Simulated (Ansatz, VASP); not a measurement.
One calculation of TiAl, two programs

File INCAR:

```
PREC = Accurate ; ENCUT = 520
EDIFF = 1E-7 ; ISMEAR = 0
SIGMA = 0.15 ; LREAL = F
LASPH = T ; NELM = 60
ALGO = Fast ; ISIF = 2
LWAVE = F ; LCHARG = T
LELF = T ; LVHAR = T
NBANDS = 14
```

Contents of KPOINTS:

```
Automatic mesh
0
Gamma
  14 14 14
```

POSCAR

```
TiAl
1.0
    2.9522614856      0.0000000000      0.0000000000
    0.0000000000      3.2959109708      0.0000000000
    0.0000000000      0.0000000000      3.1240862282
Ti Al
1 1
Direct
    0.0000000000      0.0000000000      0.0000000000
    0.5000000000      0.5000000000      0.5000000000
```

Input for Ansatz:

```yaml
crystal:
  lattice:
    - [2.9522614856, 0.0, 0.0]
    - [0.0, 3.2959109708, 0.0]
    - [0.0, 0.0, 3.1240862282]
  atoms:
    - { symbol: Ti, position: [0.0, 0.0, 0.0] }
    - { symbol: Al, position: [0.5, 0.5, 0.5] }
basis:
  ecutwfc: 520.0
kpoints:
  mp_grid: { grid: [14, 14, 14] }
hamiltonian:
  xc: lda
  pseudopotentials: { kind: paw, azcp: { folder: soft_1 } }
scf:
  occupations: { method: gaussian, width: 0.15 }
output:
  forces: true
  stress: true
  eigenvalues: true
```

Change from the starting cell: normal strain along x -0.0550, normal strain along y +0.0550.

Alike in both runs: task single point; functional LDA; k mesh 14 × 14 × 14; occupations gaussian, width 0.15 eV; no spin polarisation.

|  | VASP | Ansatz |
| --- | --- | --- |
| version | VASP 6.6.1 | Ansatz 0.2.0 |
| potentials or method | VASP PAW LDA potentials, release 64 (Ti_sv, Al), cutoff 520 eV | scalar-relativistic, plane waves, PAW |
| valence electrons in the cell | 15 | 15 |

Ansatz gave:

* gap on the k mesh at the Fermi level (eV): none
* pressure (GPa): 0.6
* traceless stress, the component that is largest in VASP (GPa): 3.92

Problem. What did VASP give for the same quantities?

Solution. gap on the k mesh at the Fermi level (eV): none; pressure (GPa): 0.8; traceless stress, the component that is largest in VASP (GPa): 3.93.

Ansatz warns that its potentials were made for another functional, while VASP's fit it. LDA's correlation is that of Perdew and Zunger in VASP and of Perdew and Wang (1992) in Ansatz. A gap of «none» marks a metal or a gap that the smearing closes.
